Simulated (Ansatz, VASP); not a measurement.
**KBr in VASP and in Ansatz**

```xyz
2
Lattice="0.0000 3.2582 3.2582 3.2582 0.0000 3.2582 3.2582 3.2582 0.0000" Properties=species:S:1:pos:R:3 pbc="T T T"
K     0.0000    0.0000    0.0000
Br    3.2582    3.2582    3.2582
```

Alike in both runs: task single point; functional PBEsol; k mesh 6 × 6 × 6; non-collinear spin, spin-orbit coupling.

|  | VASP | Ansatz |
| --- | --- | --- |
| version | VASP 6.6.1 | Ansatz 0.2.0 |
| potentials or method | VASP PAW PBE potentials, release 64 (K_sv, Br), cutoff 520 eV | all-electron LAPW |
| occupations | gaussian, width 0.01 eV | fixed |

|  | VASP | Ansatz | Ansatz less VASP |
| --- | --- | --- | --- |
| pressure (GPa) | 0.3 | 0.3 | -0.06 |

VASP's potentials were made for PBE, not for PBEsol. Ansatz ran all-electron here, and VASP with PAW potentials.
